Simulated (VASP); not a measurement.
Set up this calculation in VASP 6.6.1, as the native input.

```
Task                   : single point
Functional             : PBEsol
Potentials or basis    : VASP PAW PBE potentials, release 64 (Mg, Ge_d)
Cutoff                 : 600 eV
k mesh                 : 1 × 1 × 1
Occupations            : fermi-dirac, width 0.05 eV
Spin                   : no spin polarisation
Dipole correction      : no
Further INCAR settings : LREAL = Auto; ALGO = Normal; EDIFF = 1e-06; NBANDS = 342
```

The structure of Mg2Ge lies in POSCAR:

```
Mg2Ge
1.0
   12.7273910000      0.0000000000      0.0000000000
    0.0000000000     12.7273910000      0.0000000000
    0.0000000000      0.0000000000     12.7273910000
Mg Ge
64 32
Direct
    0.3750000000      0.1250000000      0.1250000000
    0.3750000000      0.1250000000      0.6250000000
    0.3750000000      0.6250000000      0.1250000000
    0.3750000000      0.6250000000      0.6250000000
    0.8750000000      0.1250000000      0.1250000000
    0.8750000000      0.1250000000      0.6250000000
    0.8750000000      0.6250000000      0.1250000000
    0.8750000000      0.6250000000      0.6250000000
    0.1250000000      0.3750000000      0.1250000000
    0.1250000000      0.3750000000      0.6250000000
    0.1250000000      0.8750000000      0.1250000000
    0.1250000000      0.8750000000      0.6250000000
    0.6250000000      0.3750000000      0.1250000000
    0.6250000000      0.3750000000      0.6250000000
    0.6250000000      0.8750000000      0.1250000000
    0.6250000000      0.8750000000      0.6250000000
    0.1250000000      0.1250000000      0.3750000000
    0.1250000000      0.1250000000      0.8750000000
    0.1250000000      0.6250000000      0.3750000000
    0.1250000000      0.6250000000      0.8750000000
    0.6250000000      0.1250000000      0.3750000000
    0.6250000000      0.1250000000      0.8750000000
    0.6250000000      0.6250000000      0.3750000000
    0.6250000000      0.6250000000      0.8750000000
    0.1250000000      0.1250000000      0.1250000000
    0.1250000000      0.1250000000      0.6250000000
    0.1250000000      0.6250000000      0.1250000000
    0.1250000000      0.6250000000      0.6250000000
    0.6250000000      0.1250000000      0.1250000000
    0.6250000000      0.1250000000      0.6250000000
    0.6250000000      0.6250000000      0.1250000000
    0.6250000000      0.6250000000      0.6250000000
    0.3750000000      0.3750000000      0.3750000000
    0.3750000000      0.3750000000      0.8750000000
    0.3750000000      0.8750000000      0.3750000000
    0.3750000000      0.8750000000      0.8750000000
    0.8750000000      0.3750000000      0.3750000000
    0.8750000000      0.3750000000      0.8750000000
    0.8750000000      0.8750000000      0.3750000000
    0.8750000000      0.8750000000      0.8750000000
    0.3750000000      0.3750000000      0.1250000000
    0.3750000000      0.3750000000      0.6250000000
    0.3750000000      0.8750000000      0.1250000000
    0.3750000000      0.8750000000      0.6250000000
    0.8750000000      0.3750000000      0.1250000000
    0.8750000000      0.3750000000      0.6250000000
    0.8750000000      0.8750000000      0.1250000000
    0.8750000000      0.8750000000      0.6250000000
    0.3750000000      0.1250000000      0.3750000000
    0.3750000000      0.1250000000      0.8750000000
    0.3750000000      0.6250000000      0.3750000000
    0.3750000000      0.6250000000      0.8750000000
    0.8750000000      0.1250000000      0.3750000000
    0.8750000000      0.1250000000      0.8750000000
    0.8750000000      0.6250000000      0.3750000000
    0.8750000000      0.6250000000      0.8750000000
    0.1250000000      0.3750000000      0.3750000000
    0.1250000000      0.3750000000      0.8750000000
    0.1250000000      0.8750000000      0.3750000000
    0.1250000000      0.8750000000      0.8750000000
    0.6250000000      0.3750000000      0.3750000000
    0.6250000000      0.3750000000      0.8750000000
    0.6250000000      0.8750000000      0.3750000000
    0.6250000000      0.8750000000      0.8750000000
    0.0000000000      0.0000000000      0.0000000000
    0.0000000000      0.0000000000      0.5000000000
    0.0000000000      0.5000000000      0.0000000000
    0.0000000000      0.5000000000      0.5000000000
    0.5000000000      0.0000000000      0.0000000000
    0.5000000000      0.0000000000      0.5000000000
    0.5000000000      0.5000000000      0.0000000000
    0.5000000000      0.5000000000      0.5000000000
    0.2500000000      0.2500000000      0.0000000000
    0.2500000000      0.2500000000      0.5000000000
    0.2500000000      0.7500000000      0.0000000000
    0.2500000000      0.7500000000      0.5000000000
    0.7500000000      0.2500000000      0.0000000000
    0.7500000000      0.2500000000      0.5000000000
    0.7500000000      0.7500000000      0.0000000000
    0.7500000000      0.7500000000      0.5000000000
    0.2500000000      0.0000000000      0.2500000000
    0.2500000000      0.0000000000      0.7500000000
    0.2500000000      0.5000000000      0.2500000000
    0.2500000000      0.5000000000      0.7500000000
    0.7500000000      0.0000000000      0.2500000000
    0.7500000000      0.0000000000      0.7500000000
    0.7500000000      0.5000000000      0.2500000000
    0.7500000000      0.5000000000      0.7500000000
    0.0000000000      0.2500000000      0.2500000000
    0.0000000000      0.2500000000      0.7500000000
    0.0000000000      0.7500000000      0.2500000000
    0.0000000000      0.7500000000      0.7500000000
    0.5000000000      0.2500000000      0.2500000000
    0.5000000000      0.2500000000      0.7500000000
    0.5000000000      0.7500000000      0.2500000000
    0.5000000000      0.7500000000      0.7500000000
```

The input as run:

INCAR

```
SYSTEM = Mg2Ge
  PREC = Accurate
  ENCUT = 600
  EDIFF = 1E-6
  ISMEAR = -1
  SIGMA = 0.05
  LREAL = Auto
  LASPH = .True.
  NELM = 120
  ALGO = Normal
  ISIF = 2
  LWAVE = .False.
  LCHARG = .False.
  GGA = PS
  NBANDS = 342
  GGA_COMPAT = .False.
```

KPOINTS

```
regular mesh
0
Gamma
  1 1 1
  0 0 0
```

Potentials or basis: VASP PAW PBE potentials, release 64 (Mg, Ge_d).

The run is started by

```bash
$ cat potpaw_PBE.64/Mg/POTCAR potpaw_PBE.64/Ge_d/POTCAR > POTCAR
$ mpirun -np 1 vasp_gam > vasp.out
```

It gave:

```json
{
 "Pressure": "-0.5 GPa"
}
```

Caveat: the k points lie up to 0.49 Å⁻¹ apart; the PAW data sets were made with another functional, which shifts forces and pressure a little.

Run time: 33 min on 1 thread of AMD EPYC 7R13 Processor (Zen 3), with other jobs on the host, peak memory 2 GiB.
